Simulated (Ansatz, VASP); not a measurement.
# Sc: VASP beside Ansatz

File INCAR:

```
  PREC = Accurate
  ENCUT = 520
  EDIFF = 1E-6
  ISMEAR = 1
  SIGMA = 0.1
  LREAL = F
  LASPH = T
  NELM = 80
  ALGO = Normal
  ISIF = 2
  LWAVE = F
  LCHARG = F
  GGA = PS
  NBANDS = 30
```

The input KPOINTS:

```
Automatic mesh
0
Gamma
  6 6 8
```

Contents of POSCAR:

```
Sc
1.0
    4.7300000000      0.0000000000      0.0000000000
    0.0000000000      4.7300000000      0.0000000000
    0.0000000000      0.0000000000      3.1800000000
Sc
4
Direct
    0.0000000000      0.0000000000      0.0000000000
    0.5000000000      0.5000000000      0.0000000000
    0.0000000000      0.5000000000      0.6250000000
    0.5000000000      0.0000000000      0.3750000000
```

Input for Ansatz:

```yaml
crystal:
  lattice:
    - [4.73, 0.0, 0.0]
    - [0.0, 4.73, 0.0]
    - [0.0, 0.0, 3.18]
  atoms:
    - { symbol: Sc, position: [0.0, 0.0, 0.0] }
    - { symbol: Sc, position: [0.5, 0.5, 0.0] }
    - { symbol: Sc, position: [0.0, 0.5, 0.625] }
    - { symbol: Sc, position: [0.5, 0.0, 0.375] }
kpoints:
  mp_grid:
    grid: [6, 6, 8]
hamiltonian:
  xc: pbesol
  pseudopotentials:
    kind: all_electron
    lapw: {}
scf:
  convergence:
    dr2_threshold: 1.0e-09
  occupations:
    method: cold
output:
  forces: true
  stress: true
  eigenvalues: true
```

Alike in both runs: task single point; functional PBEsol; k mesh 6 × 6 × 8; no spin polarisation.

|  | VASP | Ansatz |
| --- | --- | --- |
| version | VASP 6.6.1 | Ansatz 0.2.0 |
| potentials or method | VASP PAW PBE potentials, release 64 (Sc_sv), cutoff 520 eV | all-electron (LAPW or listed datasets) |
| occupations | methfessel-paxton of order 1, width 0.1 eV | cold |

Ansatz gave:

| Property | Result |
| --- | --- |
| gap on the k mesh at the Fermi level (eV) | none |
| pressure (GPa) | 20.6 |
| traceless stress, the component that is largest in VASP (GPa) | -4.49 |
| rms of the force components (eV/Å) | 0.335 |

Q: Which values does VASP return?

A: gap on the k mesh at the Fermi level (eV): none; pressure (GPa): 20.9; traceless stress, the component that is largest in VASP (GPa): -4.69; rms of the force components (eV/Å): 0.341.

VASP's potentials were made for PBE, not for PBEsol. Atom by atom the forces differ by 0.006 eV/Å (rms over components). A gap of «none» marks a metal or a gap that the smearing closes. Ansatz ran all-electron here, and VASP with PAW potentials.
